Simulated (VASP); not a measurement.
Crystal: Ir.

```
Ir
1.0
     0.00000    1.88449    1.88449
     1.88449    0.00000    1.88449
     1.88449    1.88449    0.00000
Ir
1
Direct
  0.00000 0.00000 0.00000
```

- Program: VASP 6.6.1
- Task: relaxation of cell and atoms
- Functional: r2SCAN
- Potentials or basis: VASP PAW PBE potentials, release 64 (Ir_sv_GW)
- Cutoff: 550 eV
- k mesh: 10 × 10 × 10
- Occupations: gaussian, width 0.1 eV
- Spin: no spin polarisation

At the start: pressure 23.8 GPa; volume 13.38 Å³/atom.

Problem. How do energy, volume and symmetry change on relaxing?

Solution. Over 4 steps the energy falls by 51.0 meV/atom and the volume is 14.12 Å³/atom (+5.5 %); space group Fm-3m (No. 225, to 0.05 Å).

Step by step:
```tsv
step	energy change (eV)	largest force (eV/Å)	pressure (GPa)	volume (Å³)
1	0.0000	0.0000	23.82	13.38
2	0.6335	0.0000	-49.14	17.62
3	-0.0504	0.0000	-2.16	14.19
4	-0.0510	0.0000	-0.19	14.12
```

Final structure:
```yaml
crystal:
  lattice:
    - [0.00000, 1.91821, 1.91821]
    - [1.91821, 0.00000, 1.91821]
    - [1.91821, 1.91821, 0.00000]
  atoms:
    - { symbol: Ir, position: [0.00000, 0.00000, 0.00000] }
```

Caveat: the PAW data sets were made with another functional, which shifts forces and pressure a little.
